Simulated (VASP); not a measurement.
A run of VASP 6.6.1:

The input INCAR:

```
SYSTEM = Si
ALGO     = Normal         ! electronic algorithm
EDIFF    = 1E-6           ! SCF threshold, eV
ENCUT    = 520            ! plane-wave cutoff, eV
GGA      = PE             ! functional
ISIF     = 2              ! what is computed and relaxed
ISMEAR   = 0              ! smearing method
LASPH    = .True.         ! aspherical terms in the spheres
LCHARG   = .True.         ! write CHGCAR
LELF     = .True.         ! ELF
LREAL    = .False.        ! projectors in reciprocal space
LVHAR    = .True.       
LWAVE    = .False.        ! write WAVECAR
NBANDS   = 16             ! bands
NELM     = 100            ! most SCF steps
PREC     = Accurate       ! precision mode
SIGMA    = 0.05           ! smearing width, eV
```

File KPOINTS:

```
k-points
0
Gamma
  10 10 10
  0 0 0
```

Contents of POSCAR:

```
Si
1.0
   -3.7135973708      3.7135973708      1.9304179815
    3.7135973708     -3.7135973708      1.9304179815
    3.4794065456      3.4794065456     -1.9304179815
Si
4
Direct
    0.1786105079      0.1786105079      0.3572210158
    0.8213894921      0.8213894921      0.6427789842
    0.1786105079      0.8213894921      0.0000000000
    0.8213894921      0.1786105079      0.0000000000
```

Potentials or basis: VASP PAW PBE potentials, release 64 (Si).

Run with:

```sh
$ cat potpaw_PBE.64/Si/POTCAR > POTCAR
$ mpirun -np 1 vasp_std > vasp.out
```

Hardware: 1 thread of Intel(R) Xeon(R) 6975P-C (Granite Rapids) (shared host).

Q: Estimate the wall time of this run.

A: Run time: 2.1 min on 1 thread of Intel(R) Xeon(R) 6975P-C (Granite Rapids), on a shared host, peak memory 0.37 GiB. Counts: scf iterations 13, k points 171.
